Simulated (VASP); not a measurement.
Wanted: the native input for a VASP 6.6.1 run.

* Task: single point
* Functional: LDA
* Potentials or basis: VASP PAW LDA potentials, release 64 (Na_pv, Ti_sv, O)
* Cutoff: 520 eV
* k mesh: 6 × 6 × 6
* Occupations: methfessel-paxton, width 0.1 eV
* Spin: no spin polarisation
* Dipole correction: no
* Further INCAR settings: ALGO = Normal; EDIFF = 1e-07; NBANDS = 26

The structure of NaTiO3 lies in POSCAR:

```
NaTiO3
1.0
    3.9023330000      0.0000000000      0.0000000000
    0.0000000000      3.9023330000      0.0000000000
    0.0000000000      0.0000000000      3.9023330000
Na Ti O
1 1 3
Direct
    0.0000000000      0.0000000000      0.0000000000
    0.5000000000      0.5000000000      0.5000000000
    0.5000000000      0.5000000000      0.0000000000
    0.5000000000      0.0000000000      0.5000000000
    0.0000000000      0.5000000000      0.5000000000
```

The input as run:

INCAR

```
PREC = Accurate
ENCUT = 520
EDIFF = 1E-7
ISMEAR = 1
SIGMA = 0.1
LREAL = False
LASPH = True
NELM = 100
ALGO = Normal
ISIF = 2
LWAVE = False
LCHARG = True
GGA = CA
LELF = True
LVHAR = True
NBANDS = 26
```

KPOINTS

```
Automatic mesh
0
Gamma
  6 6 6
```

Potentials or basis: VASP PAW LDA potentials, release 64 (Na_pv, Ti_sv, O).

Run with:

```sh
$ cat potpaw_LDA.64/Na_pv/POTCAR potpaw_LDA.64/Ti_sv/POTCAR potpaw_LDA.64/O/POTCAR > POTCAR
$ mpirun -np 1 vasp_std > vasp.out
```

Results of the run:

The pressure is -10.3 GPa.

Caveat: an odd number of electrons without spin polarisation forces a metal; a magnetic or distorted state may lie lower.

It took 16 s on 1 thread of Intel(R) Xeon(R) 6975P-C (Granite Rapids) (shared host), peak memory 0.15 GiB.
